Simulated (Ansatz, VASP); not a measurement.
One calculation of Zn, two programs

File INCAR:

```
  PREC = Accurate
  ENCUT = 520
  EDIFF = 1E-6
  ISMEAR = 0
  SIGMA = 0.15
  LREAL = False
  LASPH = True
  NELM = 80
  ALGO = Fast
  ISIF = 2
  LWAVE = False
  LCHARG = True
  GGA = PE
  LELF = True
  LVHAR = True
  NBANDS = 12
```

File KPOINTS:

```
Automatic mesh
0
Gamma
  20 20 20
```

The input POSCAR:

```
Zn
1.0
   -0.0458673236      1.9643393415      2.0101084482
    1.9643393415     -0.0458673236      2.0101084482
    1.9184720179      1.9184720179      0.0000000000
Zn
1
Direct
    0.0000000000      0.0000000000      0.0000000000
```

Input for Ansatz:

```yaml
crystal:
  lattice:
    - [-0.0458673236, 1.9643393415, 2.0101084482]
    - [1.9643393415, -0.0458673236, 2.0101084482]
    - [1.9184720179, 1.9184720179, 0.0]
  atoms:
    - { symbol: Zn, position: [0.0, 0.0, 0.0] }
basis:
  ecutwfc: 520.0
kpoints:
  mp_grid: { grid: [20, 20, 20] }
hamiltonian:
  xc: pbe
scf:
  occupations: { method: gaussian, width: 0.15 }
output:
  forces: true
  stress: true
  eigenvalues: true
```

Change from the starting cell: engineering shear strain xy -0.0467, normal strain along z +0.0233.

Alike in both runs: task single point; functional PBE; k mesh 20 × 20 × 20; occupations gaussian, width 0.15 eV; no spin polarisation.

```csv
,VASP,Ansatz
version,VASP 6.6.1,Ansatz 0.2.0
potentials or method,"VASP PAW PBE potentials, release 64 (Zn), cutoff 520 eV","scalar-relativistic, plane waves, PAW"
valence electrons in the cell,12,12
```

```tsv
	VASP	Ansatz	Ansatz less VASP
gap on the k mesh at the Fermi level (eV)	none	none	-
pressure (GPa)	-1.1	-1.4	-0.27
traceless stress, the component that is largest in VASP (GPa)	-1.46	-1.46	+0.003
```

A gap of «none» marks a metal or a gap that the smearing closes.
